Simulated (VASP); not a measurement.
# CaO (Fm-3m) in VASP: a series of runs, part 4 of 4

VASP 6.6.1. The steps go on from the part before.

### Step 6. Electric field gradients, PBE (volume scaled by 1.06)

INCAR

```
SYSTEM = CaO
ALGO = Normal
EDIFF = 1E-8
ENCUT = 520
GGA = PE
ISIF = 2
ISMEAR = -1
LASPH = .TRUE.
LCHARG = .FALSE.
LEFG = .TRUE.
LREAL = .FALSE.
LWAVE = .FALSE.
NBANDS = 15
NELM = 80
PREC = Accurate
SIGMA = 0.02
```

KPOINTS

```
k-points
0
G
  11 11 11
  0 0 0
```

POSCAR

```
CaO
1.0
    0.0000000000      2.4970318021      2.4970318021
    2.4970318021      0.0000000000      2.4970318021
    2.4970318021      2.4970318021      0.0000000000
Ca O
1 1
Direct
    0.0000000000      0.0000000000      0.0000000000
    0.5000000000      0.5000000000      0.5000000000
```

Potentials or basis: VASP PAW PBE potentials, release 64 (Ca_sv, O).

The run is started by

```sh
$ cat potpaw_PBE.64/Ca_sv/POTCAR potpaw_PBE.64/O/POTCAR > POTCAR
$ mpirun -np 1 vasp_std > vasp.out
```

OUTCAR:

```text
SYSTEM = CaO
   EDIFF = 1E-8
   ENCUT = 520
   GGA = PE
   ISIF = 2
   ISMEAR = -1
   LASPH = .TRUE.
   LREAL = .FALSE.
   NELM = 80
   PREC = Accurate

 ion  position               nearest neighbor table
   1  0.000  0.000  0.000-   2 2.50   2 2.50   2 2.50   2 2.50   2 2.50   2 2.50
   2  0.500  0.500  0.500-   1 2.50   1 2.50   1 2.50   1 2.50   1 2.50   1 2.50

  LATTYP: Found a face centered cubic cell.
 ALAT       =     4.9940636042

  Lattice vectors:

 A1 = (   0.0000000000,   2.4970318021,   2.4970318021)
 A2 = (   2.4970318021,   0.0000000000,   2.4970318021)
 A3 = (   2.4970318021,   2.4970318021,   0.0000000000)

Analysis of symmetry for initial positions (statically):
=====================================================================
 Subroutine PRICEL returns:
 Original cell was already a primitive cell.

 Routine SETGRP: Setting up the symmetry group for a
 face centered cubic supercell.

 Subroutine GETGRP returns: Found 48 space group operations
 (whereof 48 operations were pure point group operations)
 out of a pool of 48 trial point group operations.

The static configuration has the point symmetry O_h .

Analysis of symmetry for dynamics (positions and initial velocities):
=====================================================================
 Subroutine PRICEL returns:
 Original cell was already a primitive cell.

 Routine SETGRP: Setting up the symmetry group for a
 face centered cubic supercell.

 Subroutine GETGRP returns: Found 48 space group operations
 (whereof 48 operations were pure point group operations)
 out of a pool of 48 trial point group operations.

[... 576 lines left out ...]
      7       0.9931      2.00000
      8       1.2507      2.00000
      9       7.5006      0.00000
     10       7.8620      0.00000
     11       8.4759      0.00000
     12       9.1360      0.00000
     13      10.2137      0.00000
     14      10.5774      0.00000
     15      16.6620      0.00000

 [... further k-points ...]

------------------------ aborting loop because EDIFF is reached ----------------------------------------

  FORCE on cell =-STRESS in cart. coord.  units (eV):
  Direction    XX          YY          ZZ          XY          YZ          ZX
  --------------------------------------------------------------------------------------
  -------------------------------------------------------------------------------------
  Total       -1.5779114     -1.5779114     -1.5779114      0.0000000      0.0000000     -0.0000000
  in kB      -81.1878410    -81.1878410    -81.1878410      0.0000000      0.0000000     -0.0000000
  external PRESSURE =     -81.1878410 kB  Pullay stress =       0.0000000 kB

 VOLUME and BASIS-vectors are now :
 -----------------------------------------------------------------------------
  energy-cutoff  :      520.00
  volume of cell :       31.14
      direct lattice vectors                 reciprocal lattice vectors
     0.000000000  2.497031802  2.497031802    -0.200237738  0.200237738  0.200237738
     2.497031802  0.000000000  2.497031802     0.200237738 -0.200237738  0.200237738
     2.497031802  2.497031802  0.000000000     0.200237738  0.200237738 -0.200237738

 POSITION                                       TOTAL-FORCE (eV/Angst)
 -----------------------------------------------------------------------------------
      0.00000      0.00000      0.00000        -0.000000     -0.000000     -0.000000
      2.49703      2.49703      2.49703         0.000000      0.000000      0.000000
 -----------------------------------------------------------------------------------
    total drift:                                0.000000      0.000000      0.000000

  FREE ENERGIE OF THE ION-ELECTRON SYSTEM (eV)
  ---------------------------------------------------
  free  energy   TOTEN  =       -12.7310763558 eV

  energy  without entropy=      -12.7310763558  energy(sigma->0) =      -12.73107636

 Electric field gradients (V/A^2)
---------------------------------------------------------------------
 ion       V_xx      V_yy      V_zz      V_xy      V_xz      V_yz
---------------------------------------------------------------------
   1      -0.000    -0.000     0.000    -0.001    -0.001    -0.001
   2      -0.000    -0.000    -0.000    -0.002    -0.002    -0.002
---------------------------------------------------------------------

 Electric field gradients after diagonalization (V/A^2)
 (convention: |V_zz| > |V_xx| > |V_yy|)
----------------------------------------------------------------------
 ion       V_xx      V_yy      V_zz     asymmetry (V_yy - V_xx)/ V_zz
----------------------------------------------------------------------
   1       0.001     0.001    -0.001       0.000
   2       0.002     0.002    -0.005       0.000
----------------------------------------------------------------------

           NMR quadrupolar parameters

 Cq : quadrupolar parameter    Cq=e*Q*V_zz/h
 eta: asymmetry parameters     (V_yy - V_xx)/ V_zz
 Q  : nuclear electric quadrupole moment in mb (millibarn)
----------------------------------------------------------------------
 ion       Cq(MHz)       eta       Q (mb)
----------------------------------------------------------------------
   1      -0.000       0.000       1.000
   2      -0.000       0.000       1.000
----------------------------------------------------------------------
```

OSZICAR:

```text
N       E                     dE             d eps       ncg     rms          rms(c)
DAV:   1     0.123789058128E+03    0.12379E+03   -0.81271E+03  1680   0.106E+03
DAV:   2    -0.896719561137E+01   -0.13276E+03   -0.12446E+03  2107   0.285E+02
DAV:   3    -0.143170907794E+02   -0.53499E+01   -0.53169E+01  2052   0.592E+01
DAV:   4    -0.144558811887E+02   -0.13879E+00   -0.13873E+00  2423   0.843E+00
DAV:   5    -0.144565453496E+02   -0.66416E-03   -0.66416E-03  1933   0.605E-01    0.860E+00
DAV:   6    -0.128424645622E+02    0.16141E+01   -0.56984E+00  1834   0.216E+01    0.398E+00
DAV:   7    -0.127348501791E+02    0.10761E+00   -0.45692E-01  1834   0.662E+00    0.185E+00
DAV:   8    -0.127312353943E+02    0.36148E-02   -0.81257E-02  2128   0.309E+00    0.387E-01
DAV:   9    -0.127303191284E+02    0.91627E-03   -0.38456E-03  1729   0.515E-01    0.120E-01
DAV:  10    -0.127311064170E+02   -0.78729E-03   -0.88643E-04  2093   0.258E-01    0.654E-02
DAV:  11    -0.127310755741E+02    0.30843E-04   -0.51321E-05  2062   0.876E-02    0.682E-03
DAV:  12    -0.127310762215E+02   -0.64742E-06   -0.10906E-05  1848   0.300E-02    0.625E-03
DAV:  13    -0.127310762842E+02   -0.62703E-07   -0.60930E-07  2044   0.958E-03    0.115E-03
DAV:  14    -0.127310763662E+02   -0.81996E-07   -0.96967E-08  2750   0.293E-03    0.188E-04
DAV:  15    -0.127310763545E+02    0.11669E-07   -0.25791E-09  1289   0.466E-04    0.145E-04
DAV:  16    -0.127310763558E+02   -0.12813E-08   -0.65878E-10   980   0.258E-04
   1 F= -.12731076E+02 E0= -.12731076E+02  d E =-.655090E-13
```

It took 45 s on 1 thread of Intel Xeon 8259CL, shared host; peak memory 0.17 GiB.

Results:

| Item | Value |
| --- | --- |
| Free energy | -12.7311 eV |
| Pressure | -8.1 GPa |
| Band gap on the k mesh | 3.67 eV, indirect (least direct gap 3.84 eV) |

Levels at points of the mesh, in eV from the valence-band top:
```tsv
k point	band 6	band 7	band 8	band 9	band 10	band 11
(0.00, 0.00, 0.00)	0.00	0.00	0.00	3.84	5.92	5.92
```

Caveat: without QUAD_EFG the Cq values of the log hold for a quadrupole moment of 1 mb, not for the nuclei.

### Step 7. Electric field gradients, r2SCAN

POSCAR

```
CaO
1.0
    0.0000000000      2.4490000000      2.4490000000
    2.4490000000      0.0000000000      2.4490000000
    2.4490000000      2.4490000000      0.0000000000
Ca O
1 1
Direct
    0.0000000000      0.0000000000      0.0000000000
    0.5000000000      0.5000000000      0.5000000000
```

INCAR.step1

```
SYSTEM = CaO
PREC     = Accurate       ! precision mode
ENCUT    = 520            ! plane-wave cutoff, eV
ISMEAR   = -1             ! smearing method
SIGMA    = 0.02           ! smearing width, eV
LREAL    = .FALSE.        ! projectors in reciprocal space
LASPH    = .TRUE.         ! aspherical terms in the spheres
NELM     = 80             ! most SCF steps
NBANDS   = 15             ! bands
GGA      = PE             ! functional
ALGO     = Normal         ! electronic algorithm
EDIFF    = 1E-4           ! SCF threshold, eV
LWAVE    = .TRUE.         ! write WAVECAR
LCHARG   = .FALSE.        ! write CHGCAR
```

INCAR.step2

```
SYSTEM = CaO
PREC     = Accurate       ! precision mode
ENCUT    = 520            ! plane-wave cutoff, eV
EDIFF    = 1E-8           ! SCF threshold, eV
ISMEAR   = -1             ! smearing method
SIGMA    = 0.02           ! smearing width, eV
LREAL    = .FALSE.        ! projectors in reciprocal space
LASPH    = .TRUE.         ! aspherical terms in the spheres
NELM     = 80             ! most SCF steps
ALGO     = Normal         ! electronic algorithm
ISIF     = 2              ! what is computed and relaxed
LWAVE    = .FALSE.        ! write WAVECAR
LCHARG   = .FALSE.        ! write CHGCAR
METAGGA  = R2SCAN         ! meta-GGA
LMIXTAU  = .TRUE.       
LEFG     = .TRUE.       
NBANDS   = 15             ! bands
ISTART   = 1
```

KPOINTS

```
Automatic mesh
0
G
  11 11 11
  0 0 0
```

Potentials or basis: VASP PAW PBE potentials, release 64 (Ca_sv, O).

The run is started by

```sh
$ cat potpaw_PBE.64/Ca_sv/POTCAR potpaw_PBE.64/O/POTCAR > POTCAR
$ cp INCAR.step1 INCAR
$ mpirun -np 1 vasp_std > vasp.out
$ cp INCAR.step2 INCAR
$ mpirun -np 1 vasp_std > vasp.out
```

OUTCAR:

```text
SYSTEM = CaO
   PREC = Accurate
   ENCUT = 520
   EDIFF = 1E-8
   ISMEAR = -1
   LREAL = .FALSE.
   LASPH = .TRUE.
   NELM = 80
   ISIF = 2
   METAGGA = R2SCAN
   ISTART = 1

 ion  position               nearest neighbor table
   1  0.000  0.000  0.000-   2 2.45   2 2.45   2 2.45   2 2.45   2 2.45   2 2.45
   2  0.500  0.500  0.500-   1 2.45   1 2.45   1 2.45   1 2.45   1 2.45   1 2.45

  LATTYP: Found a face centered cubic cell.
 ALAT       =     4.8980000000

  Lattice vectors:

 A1 = (   0.0000000000,   2.4490000000,   2.4490000000)
 A2 = (   2.4490000000,   0.0000000000,   2.4490000000)
 A3 = (   2.4490000000,   2.4490000000,   0.0000000000)

Analysis of symmetry for initial positions (statically):
=====================================================================
 Subroutine PRICEL returns:
 Original cell was already a primitive cell.

 Routine SETGRP: Setting up the symmetry group for a
 face centered cubic supercell.

[... 621 lines left out ...]
      direct lattice vectors                 reciprocal lattice vectors
     0.000000000  2.449000000  2.449000000    -0.204164965  0.204164965  0.204164965
     2.449000000  0.000000000  2.449000000     0.204164965 -0.204164965  0.204164965
     2.449000000  2.449000000  0.000000000     0.204164965  0.204164965 -0.204164965

 POSITION                                       TOTAL-FORCE (eV/Angst)
 -----------------------------------------------------------------------------------
      0.00000      0.00000      0.00000        -0.000000      0.000000      0.000000
      2.44900      2.44900      2.44900         0.000000     -0.000000     -0.000000
 -----------------------------------------------------------------------------------
    total drift:                                0.000000      0.000000      0.000000

  FREE ENERGIE OF THE ION-ELECTRON SYSTEM (eV)
  ---------------------------------------------------
  free  energy   TOTEN  =       -19.4267389999 eV

  energy  without entropy=      -19.4267389999  energy(sigma->0) =      -19.42673900

 Electric field gradients (V/A^2)
---------------------------------------------------------------------
 ion       V_xx      V_yy      V_zz      V_xy      V_xz      V_yz
---------------------------------------------------------------------
   1       0.000     0.000    -0.000    -0.000    -0.000    -0.000
   2       0.000     0.000    -0.000    -0.002    -0.002    -0.002
---------------------------------------------------------------------

 Electric field gradients after diagonalization (V/A^2)
 (convention: |V_zz| > |V_xx| > |V_yy|)
----------------------------------------------------------------------
 ion       V_xx      V_yy      V_zz     asymmetry (V_yy - V_xx)/ V_zz
----------------------------------------------------------------------
   1       0.000     0.000    -0.000       0.000
   2       0.002     0.002    -0.004       0.000
----------------------------------------------------------------------

           NMR quadrupolar parameters

 Cq : quadrupolar parameter    Cq=e*Q*V_zz/h
 eta: asymmetry parameters     (V_yy - V_xx)/ V_zz
 Q  : nuclear electric quadrupole moment in mb (millibarn)
----------------------------------------------------------------------
 ion       Cq(MHz)       eta       Q (mb)
----------------------------------------------------------------------
   1      -0.000       0.000       1.000
   2      -0.000       0.000       1.000
----------------------------------------------------------------------
```

It took 5.4 min on 1 thread of AMD EPYC 7R13, shared host; peak memory 0.15 GiB.

What came out:

* Free energy: -19.4267 eV
* Pressure: -5.7 GPa
* Band gap on the k mesh: 4.23 eV, indirect (least direct gap 4.62 eV)

Caveat: without QUAD_EFG the Cq values of the log hold for a quadrupole moment of 1 mb, not for the nuclei; the PAW data sets were made with another functional, which shifts forces and pressure a little. A k mesh can miss the band edges.

### Step 8. The runs side by side

| level | cell | gap on the mesh (eV) | pressure (GPa) |
| --- | --- | --- | --- |
| PBE | a = 3.463 Å, angles 60.0°, 2 atoms | 3.68 | -3.5 |
| PBE | a = 3.498 Å, angles 60.0°, 2 atoms | 3.68 | -6.0 |
| PBE | a = 3.531 Å, angles 60.0°, 2 atoms | 3.67 | -8.1 |
| r2SCAN | a = 3.463 Å, angles 60.0°, 2 atoms | 4.23 | -5.7 |

Alike in all rows: task electric field gradients; potentials or basis VASP PAW PBE potentials, release 64 (Ca_sv, O); no spin polarisation; k mesh 11 × 11 × 11; cutoff (eV) 520; smearing fermi-dirac 0.02 eV.

Caveats: the PAW data sets were made with another functional, which shifts forces and pressure a little (some runs).

Total energies depend on the potentials used, so only differences within one code and one set of settings carry meaning.
